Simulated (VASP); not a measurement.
A run of VASP 6.6.1 is set up as follows.

Contents of INCAR:

```
PREC = Accurate ; ENCUT = 600
EDIFF = 1E-6 ; ISMEAR = 1
SIGMA = 0.2 ; LREAL = False
LASPH = True ; NELM = 120
ALGO = Normal ; ISIF = 2
LWAVE = False ; LCHARG = True
GGA = RP ; LELF = True
LVHAR = True ; NBANDS = 12
GGA_COMPAT = False
```

The input KPOINTS:

```
Automatic mesh
0
Gamma
  11 11 11
```

POSCAR

```
Cu
1.0
   -1.4427900000      1.4427900000      1.3760800000
    1.4427900000     -1.4427900000      1.3760800000
    1.4427900000      1.4427900000     -1.3760800000
Cu
1
Direct
    0.0000000000      0.0000000000      0.0000000000
```

Potentials or basis: VASP PAW PBE potentials, release 64 (Cu).

Launch:

```bash
$ cat potpaw_PBE.64/Cu/POTCAR > POTCAR
$ mpirun -np 1 vasp_std > vasp.out
```

Q: Estimate the pressure.

A: 13.3 GPa.

Stress tensor (GPa, compression positive):
```
13.53  0.00  0.00
 0.00 13.53  0.00
 0.00  0.00 12.90
```

Caveat: the PAW data sets were made with another functional, which shifts forces and pressure a little.
